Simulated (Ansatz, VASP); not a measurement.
**SnO2 in VASP and in Ansatz**

```xyz
6
Lattice="1.6186 -2.8035 0.0000 1.6186 0.9345 4.2918 -4.8559 -2.8035 0.0000" Properties=species:S:1:pos:R:3 pbc="T T T"
Sn    1.6785   -1.0570    1.8821
Sn   -1.6785   -0.8120    2.4097
O    -1.7671   -2.8148    3.2346
O     1.7671   -2.7923    3.0383
O    -0.1485   -1.8803    1.2535
O    -1.4701   -4.6613    1.0572
```

Change from the starting cell: mode 4 frozen in at -0.264 Å and mode 5 at -0.136 Å (largest displacements).

Alike in both runs: task single point; functional PBE; dispersion D3(BJ); k mesh 8 × 6 × 6; occupations gaussian, width 0.05 eV; no spin polarisation.

|  | VASP | Ansatz |
| --- | --- | --- |
| version | VASP 6.6.1 | Ansatz 0.2.0 |
| potentials or method | VASP PAW PBE potentials, release 64 (Sn_d, O), cutoff 520 eV | scalar-relativistic, plane waves, PAW |
| valence electrons in the cell | 52 | 52 |

```csv
,VASP,Ansatz,Ansatz less VASP
gap on the k mesh at the Fermi level (eV),0.98,1.02,+0.035
least direct gap on the mesh (eV),1.06,1.09,+0.032
pressure (GPa),-1.7,-2.3,-0.62
"traceless stress, the component that is largest in VASP (GPa)",-1.50,-1.07,+0.430
rms of the force components (eV/Å),0.533,0.529,-0.0043
```

Atom by atom the forces differ by 0.031 eV/Å (rms over components).
